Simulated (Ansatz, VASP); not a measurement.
V4O in VASP and in Ansatz

Contents of INCAR:

```
SYSTEM = V4O
PREC = Accurate ; ENCUT = 520
EDIFF = 1E-7 ; ISMEAR = 0
SIGMA = 0.1 ; LREAL = .False.
LASPH = .True. ; NELM = 60
ALGO = Normal ; ISIF = 2
LWAVE = .False. ; LCHARG = .False.
LDIPOL = .True. ; IDIPOL = 3
DIPOL = 0.5 0.5 0.333 ; GGA = PE
NBANDS = 37
```

Contents of KPOINTS:

```
regular mesh
0
Gamma
  9 9 1
  0 0 0
```

Contents of POSCAR:

```
V4O
1.0
    2.9971751491      0.0000000000      0.0000000000
    0.0000000000      2.9971751491      0.0000000000
    0.0000000000      0.0000000000     21.3333819395
V O
4 1
Direct
    0.5000000000      0.5000000000      0.1874995728
    0.0000000000      0.0000000000      0.2577457053
    0.5000000000      0.5000000000      0.3267158760
    0.0000000000      0.0000000000      0.3906263884
    0.1250000000      0.1250000000      0.5007823874
```

Input for Ansatz:

```yaml
crystal:
  lattice:
    - [2.9971751491, 0.0, 0.0]
    - [0.0, 2.9971751491, 0.0]
    - [0.0, 0.0, 21.3333819395]
  atoms:
    - { symbol: V, position: [0.5, 0.5, 0.1874995728] }
    - { symbol: V, position: [0.0, 0.0, 0.2577457053] }
    - { symbol: V, position: [0.5, 0.5, 0.326715876] }
    - { symbol: V, position: [0.0, 0.0, 0.3906263884] }
    - { symbol: O, position: [0.125, 0.125, 0.5007823874] }
basis:
  ecutwfc: 420
kpoints:
  mp_grid: { grid: [9, 9, 1] }
hamiltonian:
  xc: pbe
scf:
  occupations: { method: gaussian, width: 0.1 }
output:
  forces: true
  eigenvalues: true
efield:
  axis: 3
  dipole_correction: true
  ramp_width: 0.04
```

Alike in both runs: task single point; functional PBE; k mesh 9 × 9 × 1; occupations gaussian, width 0.1 eV; no spin polarisation.

|  | VASP | Ansatz |
| --- | --- | --- |
| version | VASP 6.6.1 | Ansatz 0.2.0 |
| potentials or method | VASP PAW PBE potentials, release 64 (V_sv, O), cutoff 520 eV | scalar-relativistic, plane waves, PAW |
| valence electrons in the cell | 58 | 58 |

|  | VASP | Ansatz | Ansatz less VASP |
| --- | --- | --- | --- |
| gap on the k mesh at the Fermi level (eV) | none | none | - |
| rms of the force components (eV/Å) | 1.579 | 1.581 | +0.0018 |

Atom by atom the forces differ by 0.007 eV/Å (rms over components). A gap of «none» marks a metal or a gap that the smearing closes.
